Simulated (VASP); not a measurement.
# TePt (P6_3/mmc) in VASP: a series of runs

TePt is run at these levels: PBEsol; tasks: single point.

All numbers are computed with VASP 6.6.1; they aren't measurements. Logs are shortened: lines on timing, memory, paths and dates and some standing lists are left out, and cuts for length are marked.

### 1 The cell of the first run

It takes space group P6_3/mmc (No. 194, hexagonal). Conventional cell: a = 4.223 Å, b = 4.223 Å, c = 5.597 Å, α = 90.00°, β = 90.00°, γ = 120.00°. Te (site symmetry -6m2) has 6 Pt at 2.81 Å within 3.7 Å. Within 3.7 Å of Pt (site symmetry -3m) lie 2 Pt at 2.80 Å and 6 Te at 2.81 Å.

### 2 Single point, PBEsol (strain along c alone, the other axes held: +1.0 %)

Input file INCAR:

```
SYSTEM = TePt
ALGO = Normal ; EDIFF = 1E-7
ENCUT = 520 ; GGA = PS
ISIF = 2 ; ISMEAR = 0
LASPH = .True. ; LCHARG = .False.
LREAL = .False. ; LWAVE = .False.
NBANDS = 24 ; NELM = 100
PREC = Accurate ; SIGMA = 0.1
```

Input file KPOINTS:

```
k-points
0
Gamma
  12 12 10
  0 0 0
```

Input file POSCAR:

```
TePt
1.0
    4.2231471745      0.0000000000      0.0000000000
   -2.1115735872      3.6573527370      0.0000000000
    0.0000000000      0.0000000000      5.5970657528
Te Pt
2 2
Direct
    0.3333333333      0.6666666667      0.2500000000
    0.6666666667      0.3333333333      0.7500000000
    0.0000000000      0.0000000000      0.0000000000
    0.0000000000      0.0000000000      0.5000000000
```

Potentials or basis: VASP PAW PBE potentials, release 64 (Te, Pt).

Command:

```console
cat potpaw_PBE.64/Te/POTCAR potpaw_PBE.64/Pt/POTCAR > POTCAR
mpirun -np 1 vasp_std > vasp.out
```

OUTCAR:

```text
SYSTEM = TePt
   EDIFF = 1E-7
   ENCUT = 520
   GGA = PS
   ISIF = 2
   ISMEAR = 0
   LASPH = .True.
   LREAL = .False.
   NELM = 100
   PREC = Accurate

 ion  position               nearest neighbor table
   1  0.333  0.667  0.250-   3 2.81   4 2.81   3 2.81   4 2.81   3 2.81   4 2.81
   2  0.667  0.333  0.750-   3 2.81   4 2.81   3 2.81   4 2.81   3 2.81   4 2.81
   3  0.000  0.000  0.000-   4 2.80   4 2.80   1 2.81   2 2.81   1 2.81   2 2.81   2 2.81   1 2.81

   4  0.000  0.000  0.500-   3 2.80   3 2.80   1 2.81   2 2.81   1 2.81   2 2.81   2 2.81   1 2.81

  LATTYP: Found a hexagonal cell.
 ALAT       =     4.2231471745
 C/A-ratio  =     1.3253304992

  Lattice vectors:

 A1 = (   4.2231471745,   0.0000000000,   0.0000000000)
 A2 = (  -2.1115735872,   3.6573527370,   0.0000000000)
 A3 = (   0.0000000000,   0.0000000000,   5.5970657528)

Analysis of symmetry for initial positions (statically):
=====================================================================
 Subroutine PRICEL returns:
 Original cell was already a primitive cell.

 Routine SETGRP: Setting up the symmetry group for a
 hexagonal supercell.

 Subroutine GETGRP returns: Found 24 space group operations
 (whereof 12 operations were pure point group operations)
 out of a pool of 24 trial point group operations.

The static configuration has the point symmetry D_3d.
 The point group associated with its full space group is D_6h.

Analysis of symmetry for dynamics (positions and initial velocities):
=====================================================================
 Subroutine PRICEL returns:
 Original cell was already a primitive cell.

 Routine SETGRP: Setting up the symmetry group for a
 hexagonal supercell.

 Subroutine GETGRP returns: Found 24 space group operations
 (whereof 12 operations were pure point group operations)
 out of a pool of 24 trial point group operations.

The dynamic configuration has the point symmetry D_3d.
 The point group associated with its full space group is D_6h.

 Subroutine INISYM returns: Found 24 space group operations
 (whereof 12 operations are pure point group operations),
 and found     1 'primitive' translations

----------------------------------------------------------------------------------------

                                     Primitive cell

  volume of cell :      86.4497

  direct lattice vectors                    reciprocal lattice vectors
     4.223147175  0.000000000  0.000000000     0.236790232  0.136710904  0.000000000
    -2.111573587  3.657352737  0.000000000     0.000000000  0.273421809  0.000000000
     0.000000000  0.000000000  5.597065753     0.000000000  0.000000000  0.178665044

  length of vectors
     4.223147175  4.223147174  5.597065753     0.273421809  0.273421809  0.178665044

  position of ions in fractional coordinates (direct lattice)
     0.333333333  0.666666667  0.250000000
     0.666666667  0.333333333  0.750000000
     0.000000000  0.000000000  0.000000000
     0.000000000  0.000000000  0.500000000

  ion indices of the primitive-cell ions
   primitive index   ion index
                 1           1
                 2           2
                 3           3
                 4           4

----------------------------------------------------------------------------------------

 KPOINTS: k-points

Automatic generation of k-mesh.
 Grid dimensions read from file:
 generate k-points for:   12   12   10

 Generating k-lattice:

  Cartesian coordinates                     Fractional coordinates (reciprocal lattice)
     0.019732519  0.011392575  0.000000000     0.083333333  0.000000000  0.000000000
     0.000000000  0.022785151  0.000000000     0.000000000  0.083333333  0.000000000
     0.000000000  0.000000000  0.017866504     0.000000000  0.000000000  0.100000000

  Length of vectors
     0.022785151  0.022785151  0.017866504

  Shift w.r.t. Gamma in fractional coordinates (k-lattice)
     0.000000000  0.000000000  0.000000000

 Subroutine IBZKPT returns following result:
 ===========================================

 Found    114 irreducible k-points:

 Following reciprocal coordinates:
            Coordinates               Weight
  0.000000  0.000000  0.000000      1.000000
  0.083333 -0.000000  0.000000      6.000000
  0.166667  0.000000  0.000000      6.000000
  0.250000  0.000000  0.000000      6.000000
  0.333333  0.000000  0.000000      6.000000
  0.416667 -0.000000  0.000000      6.000000
[... 16 lines left out ...]
  0.250000  0.000000  0.100000     12.000000
  0.333333  0.000000  0.100000     12.000000
 [... further k-points ...]
   k-points           NKPTS =    114   k-points in BZ     NKDIM =    114   number of bands    NBANDS=     24
   number of dos      NEDOS =    301   number of ions     NIONS =      4
   total plane-waves  NPLWV =  43008
   dimension x,y,z NGX =    32 NGY =   32 NGZ =   42
   dimension x,y,z NGXF=    64 NGYF=   64 NGZF=   84
   ions per type =               2   2
   NGX,Y,Z   is equivalent  to a cutoff of  12.60, 12.60, 12.47 a.u.
   NGXF,Y,Z  is equivalent  to a cutoff of  25.19, 25.19, 24.95 a.u.
 SYSTEM =  TePt
   PREC   = accura    normal or accurate (medium, high low for compatibility)
   ISTART =      0    job   : 0-new  1-cont  2-samecut
   ICHARG =      2    charge: 1-file 2-atom 10-const
   ISPIN  =      1    spin polarized calculation?
   LNONCOLLINEAR =      F non collinear calculations
   LSORBIT =      F    spin-orbit coupling
   LASPH  =      T    aspherical Exc in radial PAW
   ENCUT  =  520.0 eV  38.22 Ry    6.18 a.u.   7.85  7.85 10.41*2*pi/ulx,y,z
   NELM   =    100;   NELMIN=  2; NELMDL= -5     # of ELM steps
   EDIFF  = 0.1E-06   stopping-criterion for ELM
   LREAL  =      F    real-space projection
   EDIFFG = 0.1E-05   stopping-criterion for IOM
   NSW    =      0    number of steps for IOM
   IBRION =     -1    ionic relax: 0-MD 1-quasi-New 2-CG
   NFREE  =      0    steps in history (QN), initial steepest desc. (CG)
   ISIF   =      2    stress and relaxation
   ISYM   =      2    0-nonsym 1-usesym 2-fastsym
   POTIM  = 0.5000    time-step for ionic-motion
   TEBEG  =    0.0;   TEEND  =   0.0 temperature during run
   PSTRESS=    0.0 pullay stress
   NELECT =      32.0000    total number of electrons
   NUPDOWN=      -1.0000    fix difference up-down
   EMIN   =  10.00;   EMAX   =-10.00  energy-range for DOS
   EFERMI =   0.00;   METHOD = LEGACY
   ISMEAR =     0;   SIGMA  =   0.10  broadening in eV -4-tet -1-fermi 0-gaus
   EFERMI_NEDOS =   21; number of points for ismear=-14 and -15
   IALGO  =     38    algorithm
   IMIX   =      4    mixing-type and parameters
     AMIX     =   0.40;   BMIX     =  1.00
     AMIX_MAG =   1.60;   BMIX_MAG =  1.00
  volume/ion in A,a.u.               =      21.61       145.85
  Fermi-wavevector in a.u.,A,eV,Ry     =   1.175449  2.221276 18.798892  1.381680
  Thomas-Fermi vector in A             =   2.311829
   LORBIT       =      0    0 simple, 1 ext, 2 COOP (PROOUT), +10 PAW based schemes
   GGA     = PS    functional components
   LHFCALC =     F    Hartree Fock is set to
   AEXX    =    0.0000 exact exchange contribution
   IVDW    =     0    specifies the selected vdW correction
   LEPSILON=     F    determine dielectric tensor
   LRPA    =     F    only Hartree local field effects (RPA)
 non-spin polarized calculation
 Gauss-broadening in eV      SIGMA  =   0.10
  energy-cutoff  :      520.00
  volume of cell :       86.45
 maximum number of plane-waves:      2360
 NGX is ok and might be reduce to    32
   NGX = 15   NGY = 15   NGZ = 21

 number of electron      32.0000002 magnetization

 Free energy of the ion-electron system (eV)
  ---------------------------------------------------
  ext. energy  EPLUGINS =         0.00000000
  ---------------------------------------------------
  free energy    TOTEN  =       -21.84119750 eV

  energy without entropy =      -21.83081309  energy(sigma->0) =      -21.83600529

 E-fermi :   9.3406     XC(G=0): -11.3241

 val. band max:        9.3377588520   @ k =   0.1667   0.0833   0.0000
 cond. band min:       9.3485647213   @ k =   0.0833  -0.0000   0.1000
 fundamental gap:      0.0108058693
 Fermi energy:         9.3405884458

 k-point     1 :       0.0000    0.0000    0.0000
  band No.  band energies     occupation
      1      -4.6598      2.00000
      2      -1.9888      2.00000
      3       2.1402      2.00000
      4       3.2826      2.00000
      5       3.2826      2.00000
      6       3.9079      2.00000
[... 16 lines left out ...]
     23      16.7665      0.00000
     24      16.7665      0.00000

 k-point     2 :       0.0833   -0.0000    0.0000
  band No.  band energies     occupation
      1      -4.5916      2.00000
      2      -2.0265      2.00000
      3       2.2329      2.00000
      4       3.3072      2.00000
      5       3.3711      2.00000
      6       3.8663      2.00000
[... 16 lines left out ...]
     23      15.6234      0.00000
     24      16.3878      0.00000

 k-point     3 :       0.1667    0.0000    0.0000
  band No.  band energies     occupation
      1      -4.3922      2.00000
      2      -2.1290      2.00000
      3       2.5061      2.00000
      4       3.3713      2.00000
      5       3.6077      2.00000
      6       3.6913      2.00000
[... 16 lines left out ...]
     23      15.1203      0.00000
     24      15.6516      0.00000

 k-point     4 :       0.2500    0.0000    0.0000
  band No.  band energies     occupation
      1      -4.0791      2.00000
      2      -2.2734      2.00000
      3       2.9402      2.00000
      4       3.1673      2.00000
      5       3.4458      2.00000
      6       3.9786      2.00000
[... 16 lines left out ...]
     23      15.2989      0.00000
     24      16.0738      0.00000

 k-point     5 :       0.3333    0.0000    0.0000
  band No.  band energies     occupation
      1      -3.6871      2.00000
      2      -2.4429      2.00000
      3       2.4421      2.00000
      4       3.4776      2.00000
      5       3.4948      2.00000
      6       4.2225      2.00000
[... 451 lines left out ...]
 k-point    22 :       0.1667    0.0000    0.1000
  band No.  band energies     occupation
      1      -4.3526      2.00000
      2      -2.2162      2.00000
      3       2.5527      2.00000
      4       3.4093      2.00000
      5       3.7164      2.00000
      6       3.7638      2.00000
[... 16 lines left out ...]
     23      15.1305      0.00000
     24      15.6848      0.00000

 k-point    23 :       0.2500    0.0000    0.1000
  band No.  band energies     occupation
      1      -4.0436      2.00000
      2      -2.3305      2.00000
      3       2.8638      2.00000
      4       3.2228      2.00000
      5       3.4816      2.00000
      6       4.1516      2.00000
[... 16 lines left out ...]
     23      15.5672      0.00000
     24      16.1376      0.00000

 k-point    24 :       0.3333    0.0000    0.1000
  band No.  band energies     occupation
      1      -3.6582      2.00000
      2      -2.4734      2.00000
      3       2.4597      2.00000
      4       3.3261      2.00000
      5       3.5287      2.00000
      6       4.2985      2.00000
[... 16 lines left out ...]
     23      15.8185      0.00000
     24      17.2102      0.00000

 [... further k-points ...]
[... 5 lines left out ...]
  --------------------------------------------------------------------------------------
  -------------------------------------------------------------------------------------
  Total       -0.5684245     -0.5684245     -1.2883648     -0.0000000     -0.0000000      0.0000000
  in kB      -10.5346444    -10.5346444    -23.8773417     -0.0000000     -0.0000000      0.0000000
  external PRESSURE =     -14.9822102 kB  Pullay stress =       0.0000000 kB

 VOLUME and BASIS-vectors are now :
 -----------------------------------------------------------------------------
  energy-cutoff  :      520.00
  volume of cell :       86.45
      direct lattice vectors                 reciprocal lattice vectors
     4.223147175  0.000000000  0.000000000     0.236790232  0.136710904  0.000000000
    -2.111573587  3.657352737  0.000000000     0.000000000  0.273421809  0.000000000
     0.000000000  0.000000000  5.597065753     0.000000000  0.000000000  0.178665044

 POSITION                                       TOTAL-FORCE (eV/Angst)
 -----------------------------------------------------------------------------------
     -0.00000      2.43824      1.39927        -0.000000      0.000000      0.000000
      2.11157      1.21912      4.19780         0.000000     -0.000000      0.000000
      0.00000      0.00000      0.00000         0.000000     -0.000000      0.000000
      0.00000      0.00000      2.79853         0.000000     -0.000000      0.000000
 -----------------------------------------------------------------------------------
    total drift:                                0.000000     -0.000000      0.000000

  FREE ENERGIE OF THE ION-ELECTRON SYSTEM (eV)
  ---------------------------------------------------
  free  energy   TOTEN  =       -21.8411974973 eV

  energy  without entropy=      -21.8308130872  energy(sigma->0) =      -21.83600529
```

Wall time 2.6 min (1 thread of Intel Xeon Platinum 8488C (Sapphire Rapids), shared host); peak memory 0.36 GiB.

Results:

```yaml
Free_energy: -21.8412 eV
Pressure: -1.5 GPa
Band_gap_on_the_k_mesh: zero (band 16 reaches 10.31 eV, above the bottom of band 17 at 8.94 eV)
```

Caveat: the cell differs from its parent crystal (strain along c alone, the other axes held: +1.0 %); the PAW data sets were made with another functional, which shifts forces and pressure a little; spin-orbit coupling is left out, which moves the levels of the heavy elements.

### 3 Single point, PBEsol (strain along c alone, the other axes held: +2.0 %)

Input file INCAR:

```
ALGO     = Normal         # electronic algorithm
EDIFF    = 1E-6           # SCF threshold, eV
ENCUT    = 520            # plane-wave cutoff, eV
GGA      = PS             # functional
ISIF     = 2              # what is computed and relaxed
ISMEAR   = 0              # smearing method
LASPH    = True           # aspherical terms in the spheres
LCHARG   = False          # write CHGCAR
LREAL    = False          # projectors in reciprocal space
LWAVE    = False          # write WAVECAR
NBANDS   = 24             # bands
NELM     = 60             # most SCF steps
PREC     = Accurate       # precision mode
SIGMA    = 0.1            # smearing width, eV
```

Input file KPOINTS:

```
k-points
0
Gamma
  12 12 10
```

POSCAR: that of step 2 with these lines changed.

```diff
@@ -4,3 +4,3 @@
    -2.1115735872      3.6573527370      0.0000000000
-    0.0000000000      0.0000000000      5.5970657528
+    0.0000000000      0.0000000000      5.6524822454
 Te Pt
```

Potentials or basis: VASP PAW PBE potentials, release 64 (Te, Pt).

Command:

```console
cat potpaw_PBE.64/Te/POTCAR potpaw_PBE.64/Pt/POTCAR > POTCAR
mpirun -np 1 vasp_std > vasp.out
```

Run time: 2.2 min. Hardware: 1 thread of Intel Xeon Platinum 8488C (Sapphire Rapids), shared host; peak memory 0.35 GiB.

The run converged. Its results:

```yaml
Free_energy: -21.8235 eV
Pressure: -2.8 GPa
Band_gap_on_the_k_mesh: zero (band 16 reaches 10.14 eV, above the bottom of band 17 at 8.80 eV)
```

Stress tensor (GPa, compression positive):
```
-2.04  0.00  0.00
 0.00 -2.04  0.00
 0.00  0.00 -4.32
```

Levels at points of the mesh, in eV from the Fermi level:
```
           k point  band 14  band 15  band 16  band 17  band 18  band 19
(0.00, 0.00, 0.00)    -1.57     0.17     0.45     1.51     1.77     2.20
(0.50, 0.00, 0.00)    -2.10    -1.92    -1.54     1.25     2.49     3.40
(0.00, 0.00, 0.50)    -2.52     0.97     0.97     0.97     0.97     3.94
(0.50, 0.00, 0.50)    -2.83    -0.40    -0.40     0.43     0.43     2.46
```

Caveat: the cell differs from its parent crystal (strain along c alone, the other axes held: +2.0 %); the PAW data sets were made with another functional, which shifts forces and pressure a little; spin-orbit coupling is left out, which moves the levels of the heavy elements.
